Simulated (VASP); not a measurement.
Sb, 4 atoms in the cell. The cell holds a slab with vacuum, 4 atoms: a = 4.069 Å, b = 4.069 Å, c = 20.800 Å, α = 90.00°, β = 90.00°, γ = 120.00°.  This cell differs from its parent crystal: layers slid over each other, then relaxed in part.

```yaml
Program: VASP 6.6.1
Task: single point
Functional: PBE
Dispersion: D3(BJ)
Potentials_or_basis: VASP PAW PBE potentials, release 64 (Sb_d_GW)
Cutoff: 400 eV
k_mesh: 9 × 9 × 1
Occupations: gaussian, width 0.05 eV
Spin: no spin polarisation
Dipole_correction: yes
Further_INCAR_settings: ALGO = Normal; EDIFF = 1e-06; NBANDS = 38; NELMDL = -8
```

Potentials or basis: VASP PAW PBE potentials, release 64 (Sb_d_GW).

Command:

```sh
$ cat potpaw_PBE.64/Sb_d_GW/POTCAR > POTCAR
$ mpirun -np 1 vasp_std > vasp.out
```

Hardware: 1 thread of Intel(R) Xeon(R) Platinum 8488C (Sapphire Rapids), with other jobs on the host.

Problem. Estimate the wall time of this run.

Solution. Run time: 4.9 min on 1 thread of Intel(R) Xeon(R) Platinum 8488C (Sapphire Rapids), on a shared host, peak memory 0.41 GiB. Counts: scf iterations 23, k points 25.
